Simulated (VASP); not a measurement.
A run of VASP 6.6.1 is set up as follows.

The input INCAR:

```
SYSTEM = Na4H
PREC = Accurate
ENCUT = 520
EDIFF = 1E-6
ISMEAR = 0
SIGMA = 0.1
LREAL = .False.
LASPH = .True.
NELM = 100
ALGO = Normal
ISIF = 2
LWAVE = .False.
LCHARG = .True.
LDIPOL = .True.
IDIPOL = 3
DIPOL = 0.5 0.5 0.292
GGA = PE
LELF = .True.
LVHAR = .True.
LVACPOTAV = .True.
NBANDS = 40
```

Contents of KPOINTS:

```
regular mesh
0
Gamma
  4 4 1
  0 0 0
```

File POSCAR:

```
Na4H
1.0
    7.2665057608      0.0000000000      0.0000000000
   -2.4221685869      6.8509273320      0.0000000000
    0.0000000000      0.0000000000     20.9665385532
Na H
8 2
Direct
    0.2500000000      0.2500000000      0.1907801800
    0.2500000000      0.7500000000      0.1907801800
    0.7500000000      0.2500000000      0.1907801800
    0.7500000000      0.7500000000      0.1907801800
    0.0000000000      0.0000000000      0.3322693699
    0.0000000000      0.5000000000      0.3322693699
    0.5000000000      0.0000000000      0.3322693699
    0.5000000000      0.5000000000      0.3322693699
   -0.0447257610      0.7500000000      0.4147817977
    0.0447257610      0.7500000000      0.4147817977
```

Potentials or basis: VASP PAW PBE potentials, release 64 (Na_pv, H).

Launch:

```console
$ cat potpaw_PBE.64/Na_pv/POTCAR potpaw_PBE.64/H/POTCAR > POTCAR
$ mpirun -np 1 vasp_std > vasp.out
```

Q: What does it give for the band gap on the k mesh?

A: Zero (bands 29 and 30 overlap by 0.69 eV).

Q: What does it give for the largest force?

A: 5.097 eV/Å.

Forces in eV/Å, atoms in the order of the input:
```
Na   0.003  0.004  0.012
Na   0.012  0.000  0.018
Na  -0.003 -0.004  0.012
Na  -0.012  0.000  0.018
Na  -0.064  0.186 -0.179
Na   0.064 -0.186 -0.179
Na   0.078  0.027 -0.035
Na  -0.078 -0.027 -0.035
H   -5.093 -0.094  0.184
H    5.093  0.094  0.184
```
